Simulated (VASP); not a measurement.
Runs of VASP 6.6.1 on Ta. The structure is that of space group Immm (No. 71), or close to it. The cells are those of the table. 

| cell | further INCAR settings | gap on the mesh (eV) | pressure (GPa) |
| --- | --- | --- | --- |
| a = 2.889 Å, angles 118.5, 109.9, 100.5°, 1 atom | ALGO = Fast; EDIFF = 1e-06; NBANDS = 12 | none | 5.4 |
| a = 2.884 Å, angles 100.6, 109.7, 118.6°, 1 atom | ALGO = Fast; EDIFF = 1e-06; NBANDS = 12 | none | 6.5 |
| a = 2.929 Å, angles 119.4, 111.0, 98.7°, 1 atom | ALGO = Fast; EDIFF = 1e-06; NBANDS = 12 | none | (a) |
| a = 2.916 Å, angles 101.7, 110.6, 116.5°, 1 atom | ALGO = Fast; EDIFF = 1e-06; NBANDS = 12 | none | (b) |
| a = 2.849 Å, angles 117.6, 108.8, 102.5°, 1 atom | ALGO = Fast; EDIFF = 1e-07; NBANDS = 12 | none | 12.2 |

Alike in all rows: task single point; level PBE; potentials or basis VASP PAW PBE potentials, release 64 (Ta_pv); no spin polarisation; k mesh 18 × 18 × 18; cutoff (eV) 520; smearing gaussian 0.15 eV.

**Question.** Estimate the missing entries.

**Answer.** (a) -0.5; (b) -2.8.

Caveats: spin-orbit coupling is left out, which moves the levels of the heavy elements; the stress differs along the axes, from -4 to 13 GPa (at least some runs); the stress differs along the axes, from -3 to 15 GPa (at least some runs); the stress differs along the axes, from -10 to 7 GPa (at least some runs); the stress differs along the axes, from -10 to 2 GPa (at least some runs); the stress differs along the axes, from 4 to 21 GPa (at least some runs).

A k mesh can miss the band edges, and the runs leave out spin-orbit coupling on Ta.

A gap of «none» marks levels without a gap at the run's occupations.
